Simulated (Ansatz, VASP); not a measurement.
**H2O: VASP beside Ansatz**

INCAR

```
  PREC = Accurate
  ENCUT = 910
  EDIFF = 1E-6
  ISMEAR = 0
  SIGMA = 0.1
  LREAL = F
  LASPH = T
  NELM = 120
  ALGO = Normal
  ISIF = 2
  LWAVE = F
  LCHARG = F
  LDIPOL = T
  IDIPOL = 3
  DIPOL = 0.5 0.5 0.562
  GGA = PE
  IVDW = 12
  NBANDS = 11
  GGA_COMPAT = F
  NELMDL = -8
```

Contents of KPOINTS:

```
regular mesh
0
Gamma
  2 3 1
```

File POSCAR:

```
H2O
1.0
    9.2964173513      0.0000000000      0.0000000000
    0.0000000000      6.5735597498      0.0000000000
    0.0000000000      0.0000000000     23.2544086756
O H
1 2
Direct
    0.9447813262     -0.1696174148      0.5750595155
    0.9687295852     -0.2925691572      0.5532582359
    0.8561736594     -0.1235372913      0.5562828799
```

Input for Ansatz:

```yaml
crystal:
  lattice:
    - [9.2964173513, 0.0, 0.0]
    - [0.0, 6.5735597498, 0.0]
    - [0.0, 0.0, 23.2544086756]
  atoms:
    - { symbol: O, position: [0.9447813262, -0.1696174148, 0.5750595155] }
    - { symbol: H, position: [0.9687295852, -0.2925691572, 0.5532582359] }
    - { symbol: H, position: [0.8561736594, -0.1235372913, 0.5562828799] }
basis:
  ecutwfc: 420
kpoints:
  mp_grid: { grid: [2, 3, 1] }
hamiltonian:
  xc: pbe
  dispersion: d3bj
scf:
  occupations: { method: gaussian, width: 0.1 }
output:
  forces: true
  eigenvalues: true
  write_density: true
  volumetric_format: npy
efield:
  axis: 3
  dipole_correction: true
  ramp_width: 0.04
```

Alike in both runs: task single point; functional PBE; dispersion D3(BJ); k mesh 2 × 3 × 1; occupations gaussian, width 0.1 eV; no spin polarisation.

|  | VASP | Ansatz |
| --- | --- | --- |
| version | VASP 6.6.1 | Ansatz 0.2.0 |
| potentials or method | VASP PAW PBE potentials, release 64 (O_h, H_h), cutoff 910 eV | scalar-relativistic, plane waves, PAW |
| valence electrons in the cell | 8 | 8 |

```csv
,VASP,Ansatz,Ansatz less VASP
gap on the k mesh at the Fermi level (eV),5.90,5.89,-0.006
rms of the force components (eV/Å),0.319,0.320,+0.0004
```

Atom by atom the forces differ by 0.006 eV/Å (rms over components).

Noted on VASP's run: the cutoff is under 1.25 times that of the potentials, so the pressure is a little rough.
